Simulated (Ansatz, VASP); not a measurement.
# Hf: VASP beside Ansatz

```xyz
2
Lattice="3.1752 0.0000 0.0000 -1.5876 2.7498 0.0000 0.0000 0.0000 5.0239" Properties=species:S:1:pos:R:3 pbc="T T T"
Hf    0.0000    1.8332    1.2560
Hf    1.5876    0.9166    3.7679
```

Change from the starting cell: volume scaled by 0.98, PAW files.

Alike in both runs: task electric field gradients; functional PBE; k mesh 13 × 13 × 7; occupations fermi-dirac, width 0.05 eV; no spin polarisation.

|  | VASP | Ansatz |
| --- | --- | --- |
| version | VASP 6.6.1 | Ansatz 0.2.0 |
| potentials or method | VASP PAW PBE potentials, release 64 (Hf_pv) | PAW with Ansatz's default frozen-core files, scalar-relativistic |
| plane-wave cutoff (eV) | 520 | 420 |
| valence electrons in the cell | 20 | 52 |

VASP gave:

| Quantity | Value |
| --- | --- |
| pressure (GPa) | 2.6 |
| traceless stress, the component that is largest in VASP (GPa) | -0.07 |
| size of Vzz on the site where it differs most (V/Å²) | 86.8 |

Problem. Estimate Ansatz's values.

Solution. Pressure (GPa): 3.1; traceless stress, the component that is largest in VASP (GPa): 0.01; size of Vzz on the site where it differs most (V/Å²): 96.8.

VASP's potentials hold 20 valence electrons a cell and Ansatz's 52, so a difference there can come from the potentials and not from the codes.

Spin-orbit coupling is off throughout.
